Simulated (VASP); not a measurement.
# NdTl2P3 (P-62m) in VASP: single point with PBE

Aim: the single point of NdTl2P3 with PBE.

Program: VASP 6.6.1. These are calculated values, not measurements. Logs are shortened: lines on timing, memory, paths and dates and some standing lists are left out, and cuts for length are marked.

**1. The cell of the first run**

Symmetry: P-62m, No. 189, hexagonal system. The conventional cell has a = 4.357 Å, b = 4.357 Å, c = 11.170 Å, α = 90.00°, β = 90.00°, γ = 120.00°. Within 4.4 Å of Nd (site symmetry -62m) lie 2 Tl at 3.17 Å and 6 Nd at 4.36 Å. Tl (site symmetry 3m) has 6 P at 2.86 to 3.71 Å and 1 Nd at 3.17 Å within 3.8 Å. P (site symmetry m2m) has 6 P at 2.44 to 2.67 Å and 2 Tl at 2.86 Å within 3.2 Å.

The cell was built from a structure type or drawn by symmetry, and may not be a known phase.

**2. Single point, PBE**

File INCAR:

```
SYSTEM = NdTl2P3
PREC = Accurate ; ENCUT = 500
EDIFF = 1E-6 ; ISMEAR = 0
SIGMA = 0.2 ; LREAL = .FALSE.
LASPH = .TRUE. ; NELM = 200
ALGO = Normal ; ISIF = 2
LWAVE = .FALSE. ; LCHARG = .FALSE.
GGA = PE ; NBANDS = 35
GGA_COMPAT = .FALSE. ; LMAXMIX = 6
```

File KPOINTS:

```
regular mesh
0
G
  4 4 2
  0 0 0
```

File POSCAR:

```
NdTl2P3
1.0
    4.3569688677      0.0000000000      0.0000000000
   -2.1784844338      3.7732457229      0.0000000000
    0.0000000000      0.0000000000     11.1698097041
Nd Tl P
1 2 3
Direct
    0.0000000000      0.0000000000      0.0000000000
    0.0000000000      0.0000000000      0.7158652400
    0.0000000000      0.0000000000      0.2841347600
    0.6460522817      0.0000000000      0.5000000000
    0.0000000000      0.6460522817      0.5000000000
    0.3539477183      0.3539477183      0.5000000000
```

Potentials or basis: VASP PAW PBE potentials, release 64 (Nd_3, Tl_d, P), 4f in core.

On the command line:

```sh
$ cat potpaw_PBE.64/Nd_3/POTCAR potpaw_PBE.64/Tl_d/POTCAR potpaw_PBE.64/P/POTCAR > POTCAR
$ mpirun -np 1 vasp_std > vasp.out
```

OUTCAR:

```text
SYSTEM = NdTl2P3
   PREC = Accurate
   ENCUT = 500
   EDIFF = 1E-6
   ISMEAR = 0
   LREAL = .FALSE.
   LASPH = .TRUE.
   NELM = 200
   ISIF = 2
   GGA = PE

 ion  position               nearest neighbor table
   1  0.000  0.000  0.000-   2 3.17   3 3.17
   2  0.000  0.000  0.716-   5 2.86   4 2.86   6 2.86   1 3.17
   3  0.000  0.000  0.284-   5 2.86   4 2.86   6 2.86   1 3.17
   4  0.646  0.000  0.500-   6 2.44   6 2.44   5 2.44   5 2.44   5 2.67   6 2.67   2 2.86   3 2.86

   5  0.000  0.646  0.500-   6 2.44   4 2.44   6 2.44   4 2.44   4 2.67   6 2.67   2 2.86   3 2.86

   6  0.354  0.354  0.500-   4 2.44   4 2.44   5 2.44   5 2.44   5 2.67   4 2.67   2 2.86   3 2.86

  LATTYP: Found a hexagonal cell.
 ALAT       =     4.3569688677
 C/A-ratio  =     2.5636652552

  Lattice vectors:

 A1 = (   4.3569688677,   0.0000000000,   0.0000000000)
 A2 = (  -2.1784844338,   3.7732457229,   0.0000000000)
 A3 = (   0.0000000000,   0.0000000000,  11.1698097041)

Analysis of symmetry for initial positions (statically):
=====================================================================
 Subroutine PRICEL returns:
 Original cell was already a primitive cell.

 Routine SETGRP: Setting up the symmetry group for a
 hexagonal supercell.

 Subroutine GETGRP returns: Found 12 space group operations
 (whereof 12 operations were pure point group operations)
 out of a pool of 24 trial point group operations.

The static configuration has the point symmetry D_3h.

Analysis of symmetry for dynamics (positions and initial velocities):
=====================================================================
 Subroutine PRICEL returns:
 Original cell was already a primitive cell.

 Routine SETGRP: Setting up the symmetry group for a
 hexagonal supercell.

 Subroutine GETGRP returns: Found 12 space group operations
 (whereof 12 operations were pure point group operations)
 out of a pool of 24 trial point group operations.

The dynamic configuration has the point symmetry D_3h.

 Subroutine INISYM returns: Found 12 space group operations
 (whereof 12 operations are pure point group operations),
 and found     1 'primitive' translations

----------------------------------------------------------------------------------------

                                     Primitive cell

  volume of cell :     183.6307

  direct lattice vectors                    reciprocal lattice vectors
     4.356968868  0.000000000  0.000000000     0.229517362  0.132511911  0.000000000
    -2.178484434  3.773245723  0.000000000     0.000000000  0.265023821  0.000000000
     0.000000000  0.000000000 11.169809704     0.000000000  0.000000000  0.089527040

  length of vectors
     4.356968868  4.356968868 11.169809704     0.265023821  0.265023821  0.089527040

  position of ions in fractional coordinates (direct lattice)
     0.000000000  0.000000000  0.000000000
     0.000000000  0.000000000  0.715865240
     0.000000000  0.000000000  0.284134760
     0.646052282  0.000000000  0.500000000
     0.000000000  0.646052282  0.500000000
     0.353947718  0.353947718  0.500000000

  ion indices of the primitive-cell ions
   primitive index   ion index
                 1           1
                 2           2
                 3           3
                 4           4
                 5           5
                 6           6

----------------------------------------------------------------------------------------

 KPOINTS: regular mesh

Automatic generation of k-mesh.
 Grid dimensions read from file:
 generate k-points for:    4    4    2

 Generating k-lattice:

  Cartesian coordinates                     Fractional coordinates (reciprocal lattice)
     0.057379340  0.033127978  0.000000000     0.250000000  0.000000000  0.000000000
     0.000000000  0.066255955  0.000000000     0.000000000  0.250000000  0.000000000
     0.000000000  0.000000000  0.044763520     0.000000000  0.000000000  0.500000000

  Length of vectors
     0.066255955  0.066255955  0.044763520

  Shift w.r.t. Gamma in fractional coordinates (k-lattice)
     0.000000000  0.000000000  0.000000000

 Subroutine IBZKPT returns following result:
 ===========================================

 Found      8 irreducible k-points:

 Following reciprocal coordinates:
            Coordinates               Weight
  0.000000  0.000000  0.000000      1.000000
  0.250000  0.000000  0.000000      6.000000
  0.500000  0.000000  0.000000      3.000000
  0.250000  0.250000  0.000000      6.000000
  0.000000  0.000000  0.500000      1.000000
  0.250000  0.000000  0.500000      6.000000
  0.500000  0.000000  0.500000      3.000000
  0.250000  0.250000  0.500000      6.000000
   k-points           NKPTS =      8   k-points in BZ     NKDIM =      8   number of bands    NBANDS=     35
   number of dos      NEDOS =    301   number of ions     NIONS =      6
   total plane-waves  NPLWV =  86016
   dimension x,y,z NGX =    32 NGY =   32 NGZ =   84
   dimension x,y,z NGXF=    64 NGYF=   64 NGZF=  168
   ions per type =               1   2   3
   NGX,Y,Z   is equivalent  to a cutoff of  12.21, 12.21, 12.50 a.u.
   NGXF,Y,Z  is equivalent  to a cutoff of  24.42, 24.42, 25.00 a.u.
 SYSTEM =  NdTl2P3
   PREC   = accura    normal or accurate (medium, high low for compatibility)
   ISTART =      0    job   : 0-new  1-cont  2-samecut
   ICHARG =      2    charge: 1-file 2-atom 10-const
   ISPIN  =      1    spin polarized calculation?
   LNONCOLLINEAR =      F non collinear calculations
   LSORBIT =      F    spin-orbit coupling
   LASPH  =      T    aspherical Exc in radial PAW
   ENCUT  =  500.0 eV  36.75 Ry    6.06 a.u.   7.94  7.94 20.37*2*pi/ulx,y,z
   NELM   =    200;   NELMIN=  2; NELMDL= -5     # of ELM steps
   EDIFF  = 0.1E-05   stopping-criterion for ELM
   LREAL  =      F    real-space projection
   EDIFFG = 0.1E-04   stopping-criterion for IOM
   NSW    =      0    number of steps for IOM
   IBRION =     -1    ionic relax: 0-MD 1-quasi-New 2-CG
   NFREE  =      0    steps in history (QN), initial steepest desc. (CG)
   ISIF   =      2    stress and relaxation
   ISYM   =      2    0-nonsym 1-usesym 2-fastsym
   POTIM  = 0.5000    time-step for ionic-motion
   TEBEG  =    0.0;   TEEND  =   0.0 temperature during run
   PSTRESS=    0.0 pullay stress
   NELECT =      52.0000    total number of electrons
   NUPDOWN=      -1.0000    fix difference up-down
   EMIN   =  10.00;   EMAX   =-10.00  energy-range for DOS
   EFERMI =   0.00;   METHOD = LEGACY
   ISMEAR =     0;   SIGMA  =   0.20  broadening in eV -4-tet -1-fermi 0-gaus
   EFERMI_NEDOS =   21; number of points for ismear=-14 and -15
   IALGO  =     38    algorithm
   IMIX   =      4    mixing-type and parameters
     AMIX     =   0.40;   BMIX     =  1.00
     AMIX_MAG =   1.60;   BMIX_MAG =  1.00
  volume/ion in A,a.u.               =      30.61       206.53
  Fermi-wavevector in a.u.,A,eV,Ry     =   1.075047  2.031545 15.724611  1.155726
  Thomas-Fermi vector in A             =   2.210893
   LORBIT       =      0    0 simple, 1 ext, 2 COOP (PROOUT), +10 PAW based schemes
   GGA     = PE    functional components
   LHFCALC =     F    Hartree Fock is set to
   AEXX    =    0.0000 exact exchange contribution
   IVDW    =     0    specifies the selected vdW correction
   LEPSILON=     F    determine dielectric tensor
   LRPA    =     F    only Hartree local field effects (RPA)
 non-spin polarized calculation
 Gauss-broadening in eV      SIGMA  =   0.20
  energy-cutoff  :      500.00
  volume of cell :      183.63
 maximum number of plane-waves:      4688
 NGX is ok and might be reduce to    32
   NGX = 15   NGY = 15   NGZ = 41

 number of electron      51.9999999 magnetization

 Free energy of the ion-electron system (eV)
  ---------------------------------------------------
  ext. energy  EPLUGINS =         0.00000000
  ---------------------------------------------------
  free energy    TOTEN  =       -22.20020111 eV

  energy without entropy =      -22.11716718  energy(sigma->0) =      -22.15868415

 E-fermi :   4.2365     XC(G=0):  -8.8346

 val. band max:        4.0624232121   @ k =   0.2500   0.0000   0.5000
 cond. band min:       4.2689349276   @ k =   0.2500   0.2500   0.5000
 fundamental gap:      0.2065117155
 Fermi energy:         4.2365245800

 k-point     1 :       0.0000    0.0000    0.0000
  band No.  band energies     occupation
      1     -35.0222      2.00000
      2     -16.1433      2.00000
      3     -15.9628      2.00000
      4     -15.9628      2.00000
      5     -11.2653      2.00000
      6      -7.3404      2.00000
[... 27 lines left out ...]
     34       8.9368      0.00000
     35       8.9368      0.00000

 k-point     2 :       0.2500    0.0000    0.0000
  band No.  band energies     occupation
      1     -35.0185      2.00000
      2     -16.1347      2.00000
      3     -16.0296      2.00000
      4     -15.9793      2.00000
      5     -10.6654      2.00000
      6      -7.5112      2.00000
[... 27 lines left out ...]
     34       7.2326      0.00000
     35       8.2955      0.00000

 k-point     3 :       0.5000    0.0000    0.0000
  band No.  band energies     occupation
      1     -35.0148      2.00000
      2     -16.1261      2.00000
      3     -16.0950      2.00000
      4     -15.9956      2.00000
      5      -9.0591      2.00000
      6      -8.8376      2.00000
[... 27 lines left out ...]
     34       6.8578      0.00000
     35       7.1849      0.00000

 k-point     4 :       0.2500    0.2500    0.0000
  band No.  band energies     occupation
      1     -35.0148      2.00000
      2     -16.1261      2.00000
      3     -16.0704      2.00000
      4     -16.0207      2.00000
      5      -9.5039      2.00000
      6      -7.7883      2.00000
[... 27 lines left out ...]
     34       7.5510      0.00000
     35       7.6537      0.00000

 k-point     5 :       0.0000    0.0000    0.5000
  band No.  band energies     occupation
      1     -35.0222      2.00000
      2     -16.1433      2.00000
      3     -15.9628      2.00000
      4     -15.9628      2.00000
      5     -11.2638      2.00000
      6      -7.3830      2.00000
[... 27 lines left out ...]
     34       8.5353      0.00000
     35       8.5353      0.00000

 k-point     6 :       0.2500    0.0000    0.5000
  band No.  band energies     occupation
      1     -35.0185      2.00000
      2     -16.1347      2.00000
      3     -16.0296      2.00000
      4     -15.9793      2.00000
      5     -10.6637      2.00000
      6      -7.4897      2.00000
[... 27 lines left out ...]
     34       7.3135      0.00000
     35       7.5549      0.00000

 k-point     7 :       0.5000    0.0000    0.5000
  band No.  band energies     occupation
      1     -35.0148      2.00000
      2     -16.1261      2.00000
      3     -16.0950      2.00000
      4     -15.9956      2.00000
      5      -9.0593      2.00000
      6      -8.8276      2.00000
[... 27 lines left out ...]
     34       7.1844      0.00000
     35       7.5371      0.00000

 k-point     8 :       0.2500    0.2500    0.5000
  band No.  band energies     occupation
      1     -35.0148      2.00000
      2     -16.1261      2.00000
      3     -16.0704      2.00000
      4     -16.0207      2.00000
      5      -9.5014      2.00000
      6      -7.7626      2.00000
[... 27 lines left out ...]
     34       7.4313      0.00000
     35       7.4473      0.00000

------------------------ aborting loop because EDIFF is reached ----------------------------------------

  FORCE on cell =-STRESS in cart. coord.  units (eV):
  Direction    XX          YY          ZZ          XY          YZ          ZX
  --------------------------------------------------------------------------------------
  -------------------------------------------------------------------------------------
  Total        0.0468013      0.0468013      0.4053076      0.0000000      0.0000000      0.0000000
  in kB        0.4083410      0.4083410      3.5363076      0.0000000      0.0000000      0.0000000
  external PRESSURE =       1.4509965 kB  Pullay stress =       0.0000000 kB

 VOLUME and BASIS-vectors are now :
 -----------------------------------------------------------------------------
  energy-cutoff  :      500.00
  volume of cell :      183.63
      direct lattice vectors                 reciprocal lattice vectors
     4.356968868  0.000000000  0.000000000     0.229517362  0.132511911  0.000000000
    -2.178484434  3.773245723  0.000000000     0.000000000  0.265023821  0.000000000
     0.000000000  0.000000000 11.169809704     0.000000000  0.000000000  0.089527040

 POSITION                                       TOTAL-FORCE (eV/Angst)
 -----------------------------------------------------------------------------------
      0.00000      0.00000      0.00000        -0.000000      0.000000      0.000000
      0.00000      0.00000      7.99608         0.000000      0.000000      0.016355
      0.00000      0.00000      3.17373         0.000000     -0.000000     -0.016355
      2.81483      0.00000      5.58490        -0.038491      0.000000     -0.000000
     -1.40741      2.43771      5.58490         0.019245     -0.033334     -0.000000
      0.77107      1.33553      5.58490         0.019245      0.033334      0.000000
 -----------------------------------------------------------------------------------
    total drift:                                0.000000      0.000000      0.000000

  FREE ENERGIE OF THE ION-ELECTRON SYSTEM (eV)
  ---------------------------------------------------
  free  energy   TOTEN  =       -22.2002011140 eV

  energy  without entropy=      -22.1171671814  energy(sigma->0) =      -22.15868415
```

It took 25 s on 1 thread of Intel Xeon 6975P-C (Granite Rapids), shared host; peak memory 0.3 GiB.

What came out:

* Free energy: -22.2002 eV
* Pressure: 0.1 GPa
* Largest force: 0.038 eV/Å
* Band gap on the k mesh: zero (bands 26 and 27 overlap by 0.89 eV)

Forces on the atoms (eV/Å):
```
Nd   0.000  0.000  0.000
Tl   0.000  0.000  0.016
Tl   0.000  0.000 -0.016
P   -0.038  0.000  0.000
P    0.019 -0.033  0.000
P    0.019  0.033  0.000
```

Stress tensor (GPa, compression positive):
```
0.04 0.00 0.00
0.00 0.04 0.00
0.00 0.00 0.35
```

Caveat: the k points lie up to 0.42 Å⁻¹ apart, too coarse for converged energies and pressures of a metal; spin-orbit coupling is left out, which moves the levels of the heavy elements; the 4f electrons are frozen in the core, so they carry no moment and show no levels. Spin polarisation is off, so any magnetic state and its effect on volume and gap are missing.
